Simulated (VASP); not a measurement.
# Co (P6_3/mmc) in VASP: notebook

Co is run at these levels: BLYP; tasks: single point.

Program: VASP 6.6.1. These are calculated values, not measurements. Logs are shortened: lines on timing, memory, paths and dates and some standing lists are left out, and cuts for length are marked.

## (1) The cell of the first run

It takes space group P6_3/mmc (No. 194, hexagonal). The conventional cell has a = 2.533 Å, b = 2.533 Å, c = 4.083 Å, α = 90.00°, β = 90.00°, γ = 120.00°. Co (site symmetry -6m2) has 12 Co at 2.51 to 2.53 Å within 3.3 Å.

## (2) Single point, BLYP, collinear spin, ferromagnetic start (11.34 Å³/atom)

Input file INCAR:

```
SYSTEM = Co
PREC     = Accurate       ! precision mode
ENCUT    = 520            ! plane-wave cutoff, eV
EDIFF    = 1E-6           ! SCF threshold, eV
ISMEAR   = -1             ! smearing method
SIGMA    = 0.05           ! smearing width, eV
LREAL    = .FALSE.        ! projectors in reciprocal space
LASPH    = .TRUE.         ! aspherical terms in the spheres
NELM     = 150            ! most SCF steps
ALGO     = Normal         ! electronic algorithm
ISIF     = 2              ! what is computed and relaxed
LWAVE    = .FALSE.        ! write WAVECAR
LCHARG   = .TRUE.         ! write CHGCAR
ISPIN    = 2              ! spin polarisation
MAGMOM   = 1.677 1.677    ! initial moments
LORBIT   = 11             ! projections on sites
LMAXMIX  = 4              ! l up to which the mixer works
GGA      = B5             ! functional
ALDAX    = 1.0          
AGGAX    = 1.0          
AGGAC    = 1.0          
ALDAC    = 0.0          
LELF     = .TRUE.         ! ELF
LVHAR    = .TRUE.       
NBANDS   = 20             ! bands
```

Input file KPOINTS:

```
regular mesh
0
G
  23 23 13
  0 0 0
```

Input file POSCAR:

```
Co
1.0
    2.5325640976      0.0000000000      0.0000000000
   -1.2662820488      2.1932648452      0.0000000000
    0.0000000000      0.0000000000      4.0831718397
Co
2
Direct
    0.3333333333      0.6666666667      0.2500000000
    0.6666666667      0.3333333333      0.7500000000
```

Potentials or basis: VASP PAW PBE potentials, release 64 (Co).

Launch:

```sh
$ cat potpaw_PBE.64/Co/POTCAR > POTCAR
$ mpirun -np 1 vasp_std > vasp.out
```

OUTCAR:

```text
SYSTEM = Co
   PREC = Accurate
   ENCUT = 520
   EDIFF = 1E-6
   ISMEAR = -1
   LREAL = .FALSE.
   LASPH = .TRUE.
   NELM = 150
   ISIF = 2
   ISPIN = 2
   LORBIT = 11
   GGA = B5

 ion  position               nearest neighbor table
   1  0.333  0.667  0.250-   2 2.51   2 2.51   2 2.51   2 2.51   2 2.51   2 2.51
   2  0.667  0.333  0.750-   1 2.51   1 2.51   1 2.51   1 2.51   1 2.51   1 2.51

  LATTYP: Found a hexagonal cell.
 ALAT       =     2.5325640976
 C/A-ratio  =     1.6122679160

  Lattice vectors:

 A1 = (   2.5325640976,   0.0000000000,   0.0000000000)
 A2 = (  -1.2662820488,   2.1932648452,   0.0000000000)
 A3 = (   0.0000000000,   0.0000000000,   4.0831718397)

Analysis of symmetry for initial positions (statically):
=====================================================================
 Subroutine PRICEL returns:
 Original cell was already a primitive cell.

 Routine SETGRP: Setting up the symmetry group for a
 hexagonal supercell.

 Subroutine GETGRP returns: Found 24 space group operations
 (whereof 12 operations were pure point group operations)
 out of a pool of 24 trial point group operations.

The static configuration has the point symmetry D_3d.
 The point group associated with its full space group is D_6h.

Analysis of symmetry for dynamics (positions and initial velocities):
=====================================================================
 Subroutine PRICEL returns:
 Original cell was already a primitive cell.

 Routine SETGRP: Setting up the symmetry group for a
 hexagonal supercell.

 Subroutine GETGRP returns: Found 24 space group operations
 (whereof 12 operations were pure point group operations)
 out of a pool of 24 trial point group operations.

The dynamic configuration has the point symmetry D_3d.
 The point group associated with its full space group is D_6h.

Analysis of structural, dynamic, and magnetic symmetry:
=====================================================================
 Subroutine PRICEL returns:
 Original cell was already a primitive cell.

 Routine SETGRP: Setting up the symmetry group for a
 hexagonal supercell.

 Subroutine GETGRP returns: Found 24 space group operations
 (whereof 12 operations were pure point group operations)
 out of a pool of 24 trial point group operations.

The overall configuration has the point symmetry D_3d.
 The point group associated with its full space group is D_6h.
[... 116 lines left out ...]
   IALGO  =     38    algorithm
   IMIX   =      4    mixing-type and parameters
     AMIX     =   0.40;   BMIX     =  1.00
     AMIX_MAG =   1.60;   BMIX_MAG =  1.00
  volume/ion in A,a.u.               =      11.34        76.53
  Fermi-wavevector in a.u.,A,eV,Ry     =   1.515709  2.864275 31.257684  2.297375
  Thomas-Fermi vector in A             =   2.625197
   LORBIT       =     11    0 simple, 1 ext, 2 COOP (PROOUT), +10 PAW based schemes
   GGA     = B5    functional components
   LHFCALC =     F    Hartree Fock is set to
   AEXX    =    0.0000 exact exchange contribution
   IVDW    =     0    specifies the selected vdW correction
   LEPSILON=     F    determine dielectric tensor
   LRPA    =     F    only Hartree local field effects (RPA)
 spin polarized calculation
  energy-cutoff  :      520.00
  volume of cell :       22.68
 maximum number of plane-waves:       634
 NGX is ok and might be reduce to    20
   NGX =  9   NGY =  9   NGZ = 15

 number of electron      18.0000006 magnetization       3.1909331

 Free energy of the ion-electron system (eV)
  ---------------------------------------------------
  ext. energy  EPLUGINS =         0.00000000
  ---------------------------------------------------
  free energy    TOTEN  =       -12.13270305 eV

  energy without entropy =      -12.11696579  energy(sigma->0) =      -12.12483442

 E-fermi :  10.1070     XC(G=0): -12.5503

 val. band max:       10.1055187333   @ k =   0.3913   0.0435   0.2308
 cond. band min:      10.1083671517   @ k =   0.2174   0.1304   0.0000
 fundamental gap:      0.0028484184
 Fermi energy:        10.1069665371

 spin component 1

 k-point     1 :       0.0000    0.0000    0.0000
  band No.  band energies     occupation
      1       1.6096      1.00000
      2       5.2478      1.00000
      3       7.6146      1.00000
      4       7.6220      1.00000
      5       7.6220      1.00000
      6       7.9131      1.00000
[... 541 lines left out ...]
     19      34.8748      0.00000
     20      37.7249      0.00000

 [... further k-points ...]

 spin component 2

 k-point     1 :       0.0000    0.0000    0.0000
  band No.  band energies     occupation
      1       1.6374      1.00000
      2       6.1772      1.00000
      3       9.1874      1.00000
      4       9.1974      1.00000
      5       9.1974      1.00000
      6       9.5377      0.99999
[... 541 lines left out ...]
     19      34.9662      0.00000
     20      37.9068      0.00000

 [... further k-points ...]

------------------------ aborting loop because EDIFF is reached ----------------------------------------

  FORCE on cell =-STRESS in cart. coord.  units (eV):
  Direction    XX          YY          ZZ          XY          YZ          ZX
  --------------------------------------------------------------------------------------
  -------------------------------------------------------------------------------------
  Total       -0.0617339     -0.0617339     -0.0009004      0.0000000      0.0000000      0.0000000
  in kB       -4.3609926     -4.3609926     -0.0636079      0.0000000      0.0000000      0.0000000
  external PRESSURE =      -2.9285310 kB  Pullay stress =       0.0000000 kB

 VOLUME and BASIS-vectors are now :
 -----------------------------------------------------------------------------
  energy-cutoff  :      520.00
  volume of cell :       22.68
      direct lattice vectors                 reciprocal lattice vectors
     2.532564098  0.000000000  0.000000000     0.394856739  0.227970644  0.000000000
    -1.266282049  2.193264845  0.000000000     0.000000000  0.455941289  0.000000000
     0.000000000  0.000000000  4.083171840     0.000000000  0.000000000  0.244907645

 POSITION                                       TOTAL-FORCE (eV/Angst)
 -----------------------------------------------------------------------------------
     -0.00000      1.46218      1.02079        -0.000000      0.000000      0.000000
      1.26628      0.73109      3.06238         0.000000      0.000000      0.000000
 -----------------------------------------------------------------------------------
    total drift:                               -0.000000     -0.000000     -0.000000

  FREE ENERGIE OF THE ION-ELECTRON SYSTEM (eV)
  ---------------------------------------------------
  free  energy   TOTEN  =       -12.1327030476 eV

  energy  without entropy=      -12.1169657947  energy(sigma->0) =      -12.12483442

 total charge

# of ion       s       p       d       tot
------------------------------------------
    1        0.467   0.465   7.290   8.222
    2        0.467   0.465   7.290   8.222
--------------------------------------------------
tot          0.934   0.931  14.579  16.444

 magnetization (x)

# of ion       s       p       d       tot
------------------------------------------
    1       -0.015  -0.048   1.682   1.619
    2       -0.015  -0.048   1.682   1.619
--------------------------------------------------
tot         -0.029  -0.097   3.364   3.237
```

OSZICAR:

```text
N       E                     dE             d eps       ncg     rms          rms(c)
DAV:   1     0.885954536371E+02    0.88595E+02   -0.79273E+03 32628   0.118E+03
DAV:   2    -0.923580711277E+01   -0.97831E+02   -0.88320E+02 31824   0.216E+02
DAV:   3    -0.138866793112E+02   -0.46509E+01   -0.44349E+01 35544   0.570E+01
DAV:   4    -0.139592370741E+02   -0.72558E-01   -0.72494E-01 39084   0.628E+00
DAV:   5    -0.139613386224E+02   -0.21015E-02   -0.21014E-02 36800   0.101E+00    0.133E+01
DAV:   6    -0.126235041780E+02    0.13378E+01   -0.72660E+00 35996   0.537E+01    0.719E+00
DAV:   7    -0.121592587799E+02    0.46425E+00   -0.12638E+00 36212   0.208E+01    0.345E+00
DAV:   8    -0.121459832627E+02    0.13276E-01   -0.14448E-02 41100   0.973E-01    0.158E+00
DAV:   9    -0.121332763777E+02    0.12707E-01   -0.23317E-03 50440   0.820E-01    0.486E-01
DAV:  10    -0.121326857396E+02    0.59064E-03   -0.70993E-04 40868   0.335E-01    0.615E-02
DAV:  11    -0.121327022424E+02   -0.16503E-04   -0.62299E-05 34868   0.731E-02    0.315E-02
DAV:  12    -0.121327030476E+02   -0.80517E-06   -0.39443E-06 37588   0.212E-02
   1 F= -.12132703E+02 E0= -.12124834E+02  d E =-.157373E-01  mag=     3.1894
```

stdout:

```text
POSCAR found type information on POSCAR Co
 POSCAR found :  1 types and       2 ions
 scaLAPACK will be used
 -----------------------------------------------------------------------------
|                                                                             |
|                                                                             |
|     You enforced a specific xc type in the INCAR file but a different       |
|     I HOPE YOU KNOW WHAT YOU ARE DOING!                                     |
|                                                                             |
 -----------------------------------------------------------------------------

 LDA part: xc-table for (Slater(with rela. corr.)+VWN5), standard interpolation
 POSCAR, INCAR and KPOINTS ok, starting setup
 FFT: planning ... GRIDC
 FFT: planning ... GRID_SOFT
 FFT: planning ... GRID
 WAVECAR not read
 entering main loop
```

It took 5.4 min on 1 thread of Oxide Virtual Turin-like, shared host; peak memory 0.3 GiB.

What came out:

```yaml
Free_energy: -12.1327 eV
Pressure: -0.3 GPa
Net_moment: 3.19 μB per cell
Site_moments: Co +1.62 μB
Valence_electrons_inside_the_program's_atomic_spheres: Co 8.22
```

Stress tensor (GPa, compression positive):
```
-0.44  0.00  0.00
 0.00 -0.44  0.00
 0.00  0.00 -0.01
```

Caveat: the PAW data sets were made with another functional, which shifts forces and pressure a little.

[end of part 1 of 3]
